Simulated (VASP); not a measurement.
# SnSe (P1) in VASP: a series of runs

The runs below take SnSe through single point, with PBEsol+D3(BJ).

Everything below comes from runs of VASP 6.6.1. Logs are shortened: lines on timing, memory, paths and dates and some standing lists are left out, and cuts for length are marked.

**1. The cell of the first run**

The typed cell holds 2 atoms: a = 4.271 Å, b = 4.170 Å, c = 4.181 Å, α = 58.78°, β = 60.84°, γ = 61.72°.

**2. Single point, PBEsol+D3(BJ)**

The input, INCAR:

```
  PREC = Accurate
  ENCUT = 500
  EDIFF = 1E-6
  ISMEAR = 0
  SIGMA = 0.01
  LREAL = F
  LASPH = T
  NELM = 120
  ALGO = Normal
  ISIF = 2
  LWAVE = F
  LCHARG = F
  GGA = PS
  IVDW = 12
  NBANDS = 17
  GGA_COMPAT = F
```

The input, KPOINTS:

```
Automatic mesh
0
Gamma
  4 4 4
```

The input, POSCAR:

```
SnSe
1.0
   -0.0911514146      3.0417327215      2.9974191107
    2.9983907247      0.0083538769      2.8979138192
    2.9843974800      2.9282442020      0.0223371049
Sn Se
1 1
Direct
    0.9945300000      0.0021300000      0.9977100000
    0.4960000000      0.5045200000      0.4834500000
```

Potentials or basis: VASP PAW PBE potentials, release 64 (Sn_d, Se).

Run with:

```
> cat potpaw_PBE.64/Sn_d/POTCAR potpaw_PBE.64/Se/POTCAR > POTCAR
> mpirun -np 1 vasp_std > vasp.out
```

OUTCAR:

```text
PREC = Accurate
   ENCUT = 500
   EDIFF = 1E-6
   ISMEAR = 0
   LREAL = F
   LASPH = T
   NELM = 120
   ISIF = 2
   GGA = PS
   IVDW = 12
 IVDW          = 12

 ion  position               nearest neighbor table
   1  0.995  0.002  0.998-   2 2.93   2 2.95   2 2.95   2 3.00   2 3.02   2 3.07
   2  0.496  0.505  0.483-   1 2.93   1 2.95   1 2.95   1 3.00   1 3.02   1 3.07

  LATTYP: Found a triclinic cell.
 ALAT       =     4.2714128640
 B/A-ratio  =     1.3962113121
 C/A-ratio  =     0.9762415236
 COS(alpha) =     0.0035235847
 COS(beta)  =     0.4737594943
 COS(gamma) =     0.7265676318

  Lattice vectors:

 A1 = (   0.0911514146,  -3.0417327215,  -2.9974191107)
 A2 = (   0.1051446593,  -5.9616230466,  -0.1218423964)
 A3 = (  -2.9983907247,  -0.0083538769,  -2.8979138192)

Analysis of symmetry for initial positions (statically):
=====================================================================
 Subroutine PRICEL returns:
 Original cell was already a primitive cell.

 Routine SETGRP: Setting up the symmetry group for a
 triclinic supercell.

 Subroutine GETGRP returns: Found  1 space group operations
 (whereof  1 operations were pure point group operations)
 out of a pool of  2 trial point group operations.

The static configuration has the point symmetry C_1 .

Analysis of symmetry for dynamics (positions and initial velocities):
=====================================================================
 Subroutine PRICEL returns:
 Original cell was already a primitive cell.

 Routine SETGRP: Setting up the symmetry group for a
 triclinic supercell.

 Subroutine GETGRP returns: Found  1 space group operations
 (whereof  1 operations were pure point group operations)
 out of a pool of  2 trial point group operations.

The dynamic configuration has the point symmetry C_1 .

 Subroutine INISYM returns: Found  1 space group operations
 (whereof  1 operations are pure point group operations),
 and found     1 'primitive' translations

----------------------------------------------------------------------------------------

                                     Primitive cell

  volume of cell :      53.1189

  direct lattice vectors                    reciprocal lattice vectors
    -0.091151415  3.041732721  2.997419111    -0.159747427  0.161553536  0.164820500
     2.998390725  0.008353877  2.897913819     0.163957205 -0.168443260  0.175919445
     2.984397480  2.928244202  0.022337105     0.165470932  0.174167331 -0.171710241

  length of vectors
     4.271412864  4.169930602  4.181117240     0.280685915  0.293603045  0.295295268

  position of ions in fractional coordinates (direct lattice)
     0.994530000  0.002130000  0.997710000
     0.496000000  0.504520000  0.483450000

  ion indices of the primitive-cell ions
   primitive index   ion index
                 1           1
                 2           2

----------------------------------------------------------------------------------------

 KPOINTS: Automatic mesh

Automatic generation of k-mesh.
 Grid dimensions read from file:
 generate k-points for:    4    4    4

 Generating k-lattice:

  Cartesian coordinates                     Fractional coordinates (reciprocal lattice)
    -0.039936857  0.040388384  0.041205125     0.250000000  0.000000000 -0.000000000
     0.040989301 -0.042110815  0.043979861     0.000000000  0.250000000  0.000000000
     0.041367733  0.043541833 -0.042927560     0.000000000  0.000000000  0.250000000

  Length of vectors
     0.070171479  0.073400761  0.073823817

  Shift w.r.t. Gamma in fractional coordinates (k-lattice)
     0.000000000  0.000000000  0.000000000

 Subroutine IBZKPT returns following result:
 ===========================================

 Found     36 irreducible k-points:

 Following reciprocal coordinates:
            Coordinates               Weight
  0.000000  0.000000  0.000000      1.000000
  0.250000  0.000000 -0.000000      2.000000
  0.500000  0.000000 -0.000000      1.000000
  0.000000  0.250000  0.000000      2.000000
  0.250000  0.250000  0.000000      2.000000
  0.500000  0.250000 -0.000000      2.000000
[... 16 lines left out ...]
 -0.000000 -0.250000  0.250000      2.000000
  0.250000 -0.250000  0.250000      2.000000
 [... further k-points ...]
   k-points           NKPTS =     36   k-points in BZ     NKDIM =     36   number of bands    NBANDS=     17
   number of dos      NEDOS =    301   number of ions     NIONS =      2
   total plane-waves  NPLWV =  28800
   dimension x,y,z NGX =    32 NGY =   30 NGZ =   30
   dimension x,y,z NGXF=    64 NGYF=   60 NGZF=   60
   ions per type =               1   1
   NGX,Y,Z   is equivalent  to a cutoff of  12.45, 11.96, 11.93 a.u.
   NGXF,Y,Z  is equivalent  to a cutoff of  24.91, 23.92, 23.86 a.u.
 SYSTEM =  unknown system
   PREC   = accura    normal or accurate (medium, high low for compatibility)
   ISTART =      0    job   : 0-new  1-cont  2-samecut
   ICHARG =      2    charge: 1-file 2-atom 10-const
   ISPIN  =      1    spin polarized calculation?
   LNONCOLLINEAR =      F non collinear calculations
   LSORBIT =      F    spin-orbit coupling
   LASPH  =      T    aspherical Exc in radial PAW
   ENCUT  =  500.0 eV  36.75 Ry    6.06 a.u.   7.79  7.60  7.62*2*pi/ulx,y,z
   NELM   =    120;   NELMIN=  2; NELMDL= -5     # of ELM steps
   EDIFF  = 0.1E-05   stopping-criterion for ELM
   LREAL  =      F    real-space projection
   EDIFFG = 0.1E-04   stopping-criterion for IOM
   NSW    =      0    number of steps for IOM
   IBRION =     -1    ionic relax: 0-MD 1-quasi-New 2-CG
   NFREE  =      0    steps in history (QN), initial steepest desc. (CG)
   ISIF   =      2    stress and relaxation
   ISYM   =      2    0-nonsym 1-usesym 2-fastsym
   POTIM  = 0.5000    time-step for ionic-motion
   TEBEG  =    0.0;   TEEND  =   0.0 temperature during run
   PSTRESS=    0.0 pullay stress
   NELECT =      20.0000    total number of electrons
   NUPDOWN=      -1.0000    fix difference up-down
   EMIN   =  10.00;   EMAX   =-10.00  energy-range for DOS
   EFERMI =   0.00;   METHOD = LEGACY
   ISMEAR =     0;   SIGMA  =   0.01  broadening in eV -4-tet -1-fermi 0-gaus
   EFERMI_NEDOS =   21; number of points for ismear=-14 and -15
   IALGO  =     38    algorithm
   IMIX   =      4    mixing-type and parameters
     AMIX     =   0.40;   BMIX     =  1.00
     AMIX_MAG =   1.60;   BMIX_MAG =  1.00
  volume/ion in A,a.u.               =      26.56       179.23
  Fermi-wavevector in a.u.,A,eV,Ry     =   1.182139  2.233918 19.013483  1.397452
  Thomas-Fermi vector in A             =   2.318399
   LORBIT       =      0    0 simple, 1 ext, 2 COOP (PROOUT), +10 PAW based schemes
   GGA     = PS    functional components
   LHFCALC =     F    Hartree Fock is set to
   AEXX    =    0.0000 exact exchange contribution
   IVDW    =    12    specifies the selected vdW correction
   LEPSILON=     F    determine dielectric tensor
   LRPA    =     F    only Hartree local field effects (RPA)
 non-spin polarized calculation
 Gauss-broadening in eV      SIGMA  =   0.01
  energy-cutoff  :      500.00
  volume of cell :       53.12
 maximum number of plane-waves:      1368
   NGX = 15   NGY = 15   NGZ = 15

 number of electron      20.0000003 magnetization

 Free energy of the ion-electron system (eV)
  ---------------------------------------------------
  ext. energy  EPLUGINS =         0.00000000
  ---------------------------------------------------
  free energy    TOTEN  =        -9.03029325 eV

  energy without entropy =       -9.03029325  energy(sigma->0) =       -9.03029325

 E-fermi :   6.0071     XC(G=0):  -9.9172

 val. band max:        5.8598332793   @ k =   0.5000   0.0000  -0.0000
 cond. band min:       6.2470377627   @ k =  -0.0000   0.0000   0.5000
 fundamental gap:      0.3872044835
 Fermi energy:         6.0070604617

 k-point     1 :       0.0000    0.0000    0.0000
  band No.  band energies     occupation
      1     -15.7993      2.00000
      2     -15.7953      2.00000
      3     -15.7926      2.00000
      4     -15.7897      2.00000
      5     -15.7892      2.00000
      6      -8.3820      2.00000
[... 9 lines left out ...]
     16      11.8929      0.00000
     17      13.6070      0.00000

 k-point     2 :       0.2500    0.0000   -0.0000
  band No.  band energies     occupation
      1     -15.8027      2.00000
      2     -15.7981      2.00000
      3     -15.7910      2.00000
      4     -15.7847      2.00000
      5     -15.7838      2.00000
      6      -7.9864      2.00000
[... 9 lines left out ...]
     16      13.0669      0.00000
     17      16.4721      0.00000

 k-point     3 :       0.5000    0.0000   -0.0000
  band No.  band energies     occupation
      1     -15.8062      2.00000
      2     -15.8020      2.00000
      3     -15.7892      2.00000
      4     -15.7796      2.00000
      5     -15.7777      2.00000
      6      -7.4622      2.00000
[... 9 lines left out ...]
     16      15.7147      0.00000
     17      15.8998      0.00000

 k-point     4 :       0.0000    0.2500    0.0000
  band No.  band energies     occupation
      1     -15.8010      2.00000
      2     -15.7982      2.00000
      3     -15.7905      2.00000
      4     -15.7859      2.00000
      5     -15.7829      2.00000
      6      -7.9463      2.00000
[... 9 lines left out ...]
     16      13.1933      0.00000
     17      16.6317      0.00000
[... 343 lines left out ...]
      1     -15.8180      2.00000
      2     -15.7935      2.00000
      3     -15.7895      2.00000
      4     -15.7824      2.00000
      5     -15.7721      2.00000
      6      -7.0657      2.00000
[... 9 lines left out ...]
     16      16.9597      0.00000
     17      18.4899      0.00000

 k-point    23 :      -0.0000   -0.2500    0.2500
  band No.  band energies     occupation
      1     -15.8048      2.00000
      2     -15.7999      2.00000
      3     -15.7897      2.00000
      4     -15.7830      2.00000
      5     -15.7754      2.00000
      6      -7.4021      2.00000
[... 9 lines left out ...]
     16      15.2984      0.00000
     17      16.1890      0.00000

 k-point    24 :       0.2500   -0.2500    0.2500
  band No.  band energies     occupation
      1     -15.8143      2.00000
      2     -15.7954      2.00000
      3     -15.7916      2.00000
      4     -15.7823      2.00000
      5     -15.7710      2.00000
      6      -7.2362      2.00000
[... 9 lines left out ...]
     16      16.5081      0.00000
     17      17.1281      0.00000

 [... further k-points ...]

------------------------ aborting loop because EDIFF is reached ----------------------------------------

 Edisp (eV)   -0.67676

 E8    (eV) :    -0.4546

  FORCE on cell =-STRESS in cart. coord.  units (eV):
  Direction    XX          YY          ZZ          XY          YZ          ZX
  --------------------------------------------------------------------------------------
  -------------------------------------------------------------------------------------
  Total      -1.99233    -1.30407    -0.65914     0.23246    -0.26878     0.17181
  in kB     -60.09295   -39.33346   -19.88093     7.01150    -8.10700     5.18222
  external pressure =      -39.77 kB  Pullay stress =        0.00 kB

 VOLUME and BASIS-vectors are now :
 -----------------------------------------------------------------------------
  energy-cutoff  :      500.00
  volume of cell :       53.12
      direct lattice vectors                 reciprocal lattice vectors
    -0.091151415  3.041732721  2.997419111    -0.159747427  0.161553536  0.164820500
     2.998390725  0.008353877  2.897913819     0.163957205 -0.168443260  0.175919445
     2.984397480  2.928244202  0.022337105     0.165470932  0.174167331 -0.171710241

 POSITION                                       TOTAL-FORCE (eV/Angst)
 -----------------------------------------------------------------------------------
      2.89330      5.94665      3.00948         0.011626     -0.003897      0.003929
      2.91034      2.92857      2.95957        -0.011626      0.003897     -0.003929
 -----------------------------------------------------------------------------------
    total drift:                                0.000040      0.000129     -0.000251

  FREE ENERGIE OF THE ION-ELECTRON SYSTEM (eV)
  ---------------------------------------------------
  free  energy   TOTEN  =        -9.7070541197 eV

  energy  without entropy=       -9.7070541197  energy(sigma->0) =       -9.70705412
```

It took 46 s on 1 thread of Intel Xeon 8259CL, shared host; peak memory 0.2 GiB.

What came out:

```
Free energy                : -9.7071 eV
Pressure                   : -4.0 GPa
Largest force              : 0.013 eV/Å
Band gap on the k mesh     : 0.39 eV (least direct gap 0.75 eV)
Dispersion energy per atom : -0.338 eV
```

Forces on the atoms (eV/Å):
```
Sn   0.012 -0.004  0.004
Se  -0.012  0.004 -0.004
```

Caveat: the k points lie up to 0.46 Å⁻¹ apart; semilocal functionals underestimate gaps, and a narrow one can read as zero; the PAW data sets were made with another functional, which shifts forces and pressure a little; spin-orbit coupling is left out, which moves the levels of the heavy elements.

**3. Single point, PBEsol+D3(BJ)**

This run uses another cell than the first one, of 26.30 Å³/atom.

The input, INCAR:

```
ALGO = Normal ; EDIFF = 1E-6
ENCUT = 500 ; GGA = PS
GGA_COMPAT = False ; ISIF = 2
ISMEAR = 0 ; IVDW = 12
LASPH = True ; LCHARG = True
LELF = True ; LREAL = False
LVHAR = True ; LWAVE = False
NBANDS = 17 ; NELM = 120
PREC = Accurate ; SIGMA = 0.01
```

The input, KPOINTS:

```
k-points
0
Gamma
  4 4 4
```

The input, POSCAR:

```
SnSe
1.0
   -0.0908480799      3.0316104079      2.9874442645
    2.9884126451      0.0083260768      2.8882701079
    2.9744659674      2.9184995569      0.0222627712
Sn Se
1 1
Direct
    0.9945300000      0.0021300000      0.9977100000
    0.4960000000      0.5045200000      0.4834500000
```

Potentials or basis: VASP PAW PBE potentials, release 64 (Sn_d, Se).

Run with:

```
> cat potpaw_PBE.64/Sn_d/POTCAR potpaw_PBE.64/Se/POTCAR > POTCAR
> mpirun -np 1 vasp_std > vasp.out
```

It took 45 s on 1 thread of Intel Xeon 8259CL, shared host; peak memory 0.2 GiB.

It converged, with:

```yaml
Free_energy: -9.7193 eV
Pressure: -3.5 GPa
Largest_force: 0.013 eV/Å
Band_gap_on_the_k_mesh: 0.43 eV (least direct gap 0.79 eV)
Dispersion_energy_per_atom: -0.342 eV
```

Forces on the atoms (eV/Å):
```
Sn   0.008 -0.009  0.005
Se  -0.008  0.009 -0.005
```

Stress tensor (GPa, compression positive):
```
-5.64  0.70  0.52
 0.70 -3.46 -0.81
 0.52 -0.81 -1.43
```

Levels at points of the mesh, in eV from the valence-band top:
```tsv
k point	band 7	band 8	band 9	band 10	band 11	band 12	band 13	band 14
(0.00, 0.00, 0.00)	-5.16	-2.81	-2.35	-2.20	3.87	4.32	4.67	5.21
(0.50, 0.00, 0.00)	-8.61	-2.09	-2.00	0.00	0.81	1.28	1.45	7.95
(0.00, 0.50, 0.00)	-8.35	-2.32	-2.19	-0.35	0.44	0.94	1.04	7.99
(0.50, 0.50, 0.00)	-6.26	-5.94	-4.22	-3.79	2.61	5.06	5.43	6.27
(0.00, 0.00, 0.50)	-8.32	-2.37	-2.20	-0.44	0.43	0.83	1.07	8.06
(0.50, 0.00, 0.50)	-6.24	-5.85	-4.21	-3.73	2.67	4.90	5.62	6.15
(0.00, 0.50, 0.50)	-6.17	-5.81	-4.17	-3.69	2.73	5.20	5.57	5.90
(0.50, 0.50, 0.50)	-8.38	-2.38	-2.11	-0.40	0.53	0.91	1.24	8.07
```

Caveat: the k points lie up to 0.47 Å⁻¹ apart; semilocal functionals underestimate gaps, and a narrow one can read as zero; the PAW data sets were made with another functional, which shifts forces and pressure a little; spin-orbit coupling is left out, which moves the levels of the heavy elements.
